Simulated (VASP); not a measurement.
Runs of VASP 6.6.1 on KBr. The structure is that of space group Fm-3m (No. 225), or close to it. The cells are those of the table. 

```tsv
cell	gap on the mesh (eV)	pressure (GPa)
a = 4.657, b = 4.657, c = 4.586 Å, angles 60.5, 60.5, 59.0°, 2 atoms	(b)	0.5
a = 4.761, b = 4.761, c = 4.726 Å, angles 60.2, 60.2, 59.5°, 2 atoms	4.93	(a)
a = 4.692, b = 4.692, c = 4.586 Å, angles 60.7, 60.7, 58.5°, 2 atoms	5.09	0.3
a = 4.727, b = 4.727, c = 4.656 Å, angles 60.5, 60.5, 59.0°, 2 atoms	5.01	-0.2
a = 4.761, b = 4.761, c = 4.796 Å, angles 59.8, 59.8, 60.5°, 2 atoms	4.89	-0.9
a = 4.691, b = 4.691, c = 4.656 Å, angles 60.2, 60.2, 59.5°, 2 atoms	(c)	-0.1
a = 4.691, b = 4.691, c = 4.726 Å, angles 59.8, 59.8, 60.5°, 2 atoms	5.01	-0.3
```

Alike in all rows: task single point; level r2SCAN; potentials or basis VASP PAW PBE potentials, release 64 (K_sv, Br); no spin polarisation; k mesh 6 × 6 × 6; cutoff (eV) 520; smearing gaussian 0.05 eV.

Q: Estimate the missing entries.

A: (a) -0.7; (b) 5.13; (c) 5.05.

Caveats: the PAW data sets were made with another functional, which shifts forces and pressure a little.

A k mesh can miss the band edges, and the runs leave out spin-orbit coupling on Br.
